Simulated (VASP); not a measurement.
# PdPt2 (P6/mmm) in VASP: further runs, part 2 of 2

VASP 6.6.1. Earlier steps stand in the parts before.

## (3) Relaxation of cell and atoms, PBE

Input file INCAR:

```
ALGO     = Normal         # electronic algorithm
EDIFF    = 1E-7           # SCF threshold, eV
EDIFFG   = -0.01          # ionic threshold
ENCUT    = 500            # plane-wave cutoff, eV
GGA      = PE             # functional
GGA_COMPAT= F            
IBRION   = 2              # ionic algorithm
ISIF     = 3              # what is computed and relaxed
ISMEAR   = 0              # smearing method
LASPH    = T              # aspherical terms in the spheres
LCHARG   = F              # write CHGCAR
LREAL    = F              # projectors in reciprocal space
LWAVE    = F              # write WAVECAR
NELM     = 120            # most SCF steps
NELMIN   = 4            
NSW      = 100            # ionic steps
PREC     = Accurate       # precision mode
SIGMA    = 0.1            # smearing width, eV
```

Input file KPOINTS:

```
k-points
0
Gamma
  12 12 18
```

Input file POSCAR:

```
PdPt2
1.0
    4.6566805855      0.0000000000      0.0000000000
   -2.3283402927      4.0328036843      0.0000000000
    0.0000000000      0.0000000000      2.6775574574
Pd Pt
1 2
Direct
    0.0000000000      0.0000000000      0.0000000000
    0.3333333333      0.6666666667      0.0000000000
    0.6666666667      0.3333333333      0.0000000000
```

Potentials or basis: VASP PAW PBE potentials, release 64 (Pd, Pt).

Started as:

```sh
cat potpaw_PBE.64/Pd/POTCAR potpaw_PBE.64/Pt/POTCAR > POTCAR
mpirun -np 1 vasp_std > vasp.out
```

OUTCAR:

```text
EDIFF = 1E-7
   EDIFFG = -0.01
   ENCUT = 500
   GGA = PE
   IBRION = 2
   ISIF = 3
   ISMEAR = 0
   LASPH = T
   LREAL = F
   NELM = 120
   NELMIN = 4
   NSW = 100
   PREC = Accurate

 ion  position               nearest neighbor table
   1  0.000  0.000  0.000-   2 2.69   3 2.69   2 2.69   3 2.69   3 2.69   2 2.69
   2  0.333  0.667  0.000-   3 2.69   1 2.69   3 2.69   1 2.69   1 2.69   3 2.69
   3  0.667  0.333  0.000-   2 2.69   1 2.69   2 2.69   1 2.69   1 2.69   2 2.69

  LATTYP: Found a hexagonal cell.
 ALAT       =     4.6566805855
 C/A-ratio  =     0.5749927246

  Lattice vectors:

 A1 = (   4.6566805855,   0.0000000000,   0.0000000000)
 A2 = (  -2.3283402927,   4.0328036843,   0.0000000000)
 A3 = (   0.0000000000,   0.0000000000,   2.6775574574)

Analysis of symmetry for initial positions (statically):
=====================================================================
 Subroutine PRICEL returns:
 Original cell was already a primitive cell.

 Routine SETGRP: Setting up the symmetry group for a
 hexagonal supercell.

 Subroutine GETGRP returns: Found 24 space group operations
 (whereof 24 operations were pure point group operations)
 out of a pool of 24 trial point group operations.

The static configuration has the point symmetry D_6h.

Analysis of symmetry for dynamics (positions and initial velocities):
=====================================================================
 Subroutine PRICEL returns:
 Original cell was already a primitive cell.

 Routine SETGRP: Setting up the symmetry group for a
 hexagonal supercell.

 Subroutine GETGRP returns: Found 24 space group operations
 (whereof 24 operations were pure point group operations)
 out of a pool of 24 trial point group operations.

The dynamic configuration has the point symmetry D_6h.

 Subroutine INISYM returns: Found 24 space group operations
 (whereof 24 operations are pure point group operations),
 and found     1 'primitive' translations

[... 127 lines left out ...]
 conjugate gradient relaxation of ions
 non-spin polarized calculation
 Gauss-broadening in eV      SIGMA  =   0.10
  energy-cutoff  :      500.00
  volume of cell :       50.28
 maximum number of plane-waves:      1300
 NGX is ok and might be reduce to    36
   NGX = 17   NGY = 17   NGZ =  9

--------------------------------------- Ionic step        1  -------------------------------------------

 number of electron      30.0000000 magnetization

 Free energy of the ion-electron system (eV)
  ---------------------------------------------------
  ext. energy  EPLUGINS =         0.00000000
  ---------------------------------------------------
  free energy    TOTEN  =       -16.90774013 eV

  energy without entropy =      -16.88824818  energy(sigma->0) =      -16.89799415

------------------------ aborting loop because EDIFF is reached ----------------------------------------

  FORCE on cell =-STRESS in cart. coord.  units (eV):
  Direction    XX          YY          ZZ          XY          YZ          ZX
  --------------------------------------------------------------------------------------
  -------------------------------------------------------------------------------------
  Total       -0.0932424     -0.0932424     -0.4358253     -0.0000000     -0.0000000      0.0000000
  in kB       -2.9709947     -2.9709947    -13.8867529     -0.0000000     -0.0000000      0.0000000
  external PRESSURE =      -6.6095808 kB  Pullay stress =       0.0000000 kB
[... 135 lines left out ...]
--------------------------------------- Ionic step        5  -------------------------------------------

 number of electron      30.0000002 magnetization

 Free energy of the ion-electron system (eV)
  ---------------------------------------------------
  ext. energy  EPLUGINS =         0.00000000
  ---------------------------------------------------
  free energy    TOTEN  =       -16.90856260 eV

  energy without entropy =      -16.88908850  energy(sigma->0) =      -16.89882555

 E-fermi :   8.8971     XC(G=0): -12.6539

 val. band max:        8.8969352280   @ k =   0.2500   0.1667   0.0556
 cond. band min:       8.9059463088   @ k =   0.3333   0.1667   0.2778
 fundamental gap:      0.0090110807
 Fermi energy:         8.8971169426

 k-point     1 :       0.0000    0.0000    0.0000
  band No.  band energies     occupation
      1       0.6338      2.00000
      2       3.4621      2.00000
      3       4.3670      2.00000
      4       5.1229      2.00000
      5       5.2792      2.00000
      6       5.2792      2.00000
[... 505 lines left out ...]
      6       5.0337      2.00000
[... 11 lines left out ...]
     18      11.5093      0.00000
     19      14.8594      0.00000

 [... further k-points ...]

------------------------ aborting loop because EDIFF is reached ----------------------------------------

  FORCE on cell =-STRESS in cart. coord.  units (eV):
  Direction    XX          YY          ZZ          XY          YZ          ZX
  --------------------------------------------------------------------------------------
  -------------------------------------------------------------------------------------
  Total        0.0039704      0.0039704      0.0017212      0.0000000      0.0000000      0.0000000
  in kB        0.1270260      0.1270260      0.0550672      0.0000000      0.0000000      0.0000000
  external PRESSURE =       0.1030397 kB  Pullay stress =       0.0000000 kB
[... 18 lines left out ...]
  FREE ENERGIE OF THE ION-ELECTRON SYSTEM (eV)
  ---------------------------------------------------
  free  energy   TOTEN  =       -16.9085625976 eV

  energy  without entropy=      -16.8890884980  energy(sigma->0) =      -16.89882555

 reached required accuracy - stopping structural energy minimisation
```

CONTCAR:

```text
PdPt2
   1.00000000000000
     4.6556262268866693   -0.0000000000000132   -0.0000000000000000
    -2.3278131133933573    4.0318905829561986   -0.0000000000000000
     0.0000000000000000    0.0000000000000000    2.6678672028785084
  Pd              Pt
     1     2
Direct
     0.0000000000000000    0.0000000000000000    0.0000000000000000
     0.3333333332999970    0.6666666667000030    0.0000000000000000
     0.6666666667000030    0.3333333332999970    0.0000000000000000

  0.00000000E+00  0.00000000E+00  0.00000000E+00
  0.00000000E+00  0.00000000E+00  0.00000000E+00
  0.00000000E+00  0.00000000E+00  0.00000000E+00
```

It took 14 min on 1 thread of AMD EPYC 7R13, shared host; peak memory 0.29 GiB.

Results:

```
Free energy                           : -16.9086 eV
Relaxed volume                        : 16.69 Å³/atom
Relaxed cell                          : a = 4.656 Å, b = 4.656 Å, c = 2.668 Å, α = 90.00°, β = 90.00°, γ = 120.00°
Space group after relaxing (to 0.1 Å) : P6/mmm (No. 191)
Energy gained by relaxing             : 0.3 meV/atom
Ionic steps                           : 5
Pressure after relaxing               : 0.0 GPa
Band gap on the k mesh                : zero (bands 15 and 16 overlap by 2.32 eV)
```

Step by step:
```csv
step,energy change (eV),largest force (eV/Å),pressure (GPa),volume (Å³)
1,0.0000,0.0000,-0.66,50.28
2,0.0003,0.0000,1.10,49.78
3,-0.0008,0.0000,0.14,50.05
4,-0.0008,0.0000,-0.15,50.11
5,-0.0008,0.0000,0.01,50.08
```

Final structure:
```cif
data_structure
_symmetry_space_group_name_H-M 'P 1'
_symmetry_Int_Tables_number 1
_cell_length_a 4.6556
_cell_length_b 4.6556
_cell_length_c 2.6679
_cell_angle_alpha 90.000
_cell_angle_beta 90.000
_cell_angle_gamma 120.000
_cell_volume 50.08
loop_
_atom_site_label
_atom_site_type_symbol
_atom_site_fract_x
_atom_site_fract_y
_atom_site_fract_z
_atom_site_occupancy
Pd1 Pd 0.00000 0.00000 0.00000 1
Pt1 Pt 0.33333 0.66667 0.00000 1
Pt2 Pt 0.66667 0.33333 0.00000 1
```

Caveat: spin-orbit coupling is left out, which moves the levels of the heavy elements.
